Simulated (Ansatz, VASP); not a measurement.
This is a calculation of FeO for VASP 6.6.1.

File INCAR:

```
SYSTEM = FeO
PREC = Accurate ; ENCUT = 520
EDIFF = 1E-6 ; ISMEAR = 0
SIGMA = 0.03 ; LREAL = .False.
LASPH = .True. ; NELM = 150
ALGO = Normal ; ISIF = 2
LWAVE = .False. ; LCHARG = .False.
ISPIN = 2 ; MAGMOM = 3 0
LORBIT = 11 ; LMAXMIX = 4
GGA = PE ; NBANDS = 18
```

Contents of KPOINTS:

```
regular mesh
0
Gamma
  11 11 11
  0 0 0
```

Contents of POSCAR:

```
FeO
1.0
    1.5188209023      0.8768916568      2.5195772846
   -1.5188209023      0.8768916568      2.5195772846
    0.0000000000     -1.7537833136      2.5195772846
Fe O
1 1
Direct
    0.0000000000      0.0000000000      0.0000000000
    0.5000000000      0.5000000000      0.5000000000
```

Potentials or basis: VASP PAW PBE potentials, release 64 (Fe, O).

The run is started by

```bash
$ cat potpaw_PBE.64/Fe/POTCAR potpaw_PBE.64/O/POTCAR > POTCAR
$ mpirun -np 1 vasp_std > vasp.out
```

Q: Translate it to Ansatz 0.2.0. Potentials there: Ansatz PAW.

A: As run (the cutoff follows the program's own potentials):

Contents of input.yaml:

```yaml
crystal:
  lattice:
    - [1.5188209023, 0.8768916568, 2.5195772846]
    - [-1.5188209023, 0.8768916568, 2.5195772846]
    - [0.0, -1.7537833136, 2.5195772846]
  atoms:
    - { symbol: Fe, position: [0.0, 0.0, 0.0], spin: 3.0 }
    - { symbol: O, position: [0.5, 0.5, 0.5] }
hamiltonian:
  xc: pbe
  pseudopotentials: { kind: paw }
magnetization:
  spin_polarized: true
kpoints:
  mp_grid: { grid: [11, 11, 11] }
scf:
  occupations: { method: gaussian, width: 0.03 }
output:
  forces: true
  stress: true
  eigenvalues: true
```

Potentials or basis: Ansatz PAW.

Command:

```console
$ ansatz run input.yaml --threads 2 --pin off --max-ram 5632MiB --backend cpu --events-out ev --progress --plain --runs-dir out
```

Both were run:

|  | VASP | Ansatz | Ansatz less VASP |
| --- | --- | --- | --- |
| gap on the k mesh at the Fermi level (eV) | none | none | - |
| pressure (GPa) | -1.2 | -1.3 | -0.03 |
| traceless stress, the component that is largest in VASP (GPa) | -0.57 | -0.54 | +0.031 |
| net moment per atom (μB) | 2.00 | 2.00 | +0.001 |
| size of the moment on the site where the two differ most (μB) | 3.62 | 3.45 | -0.167 |

Site moments also hang on the region over which each program counts them. A gap of «none» marks a metal or a gap that the smearing closes. The functional is the same, so the differences come from potentials, cutoffs and numerics. VASP's potentials hold 14 valence electrons a cell and Ansatz's 22, so a difference there can come from the potentials and not from the codes.
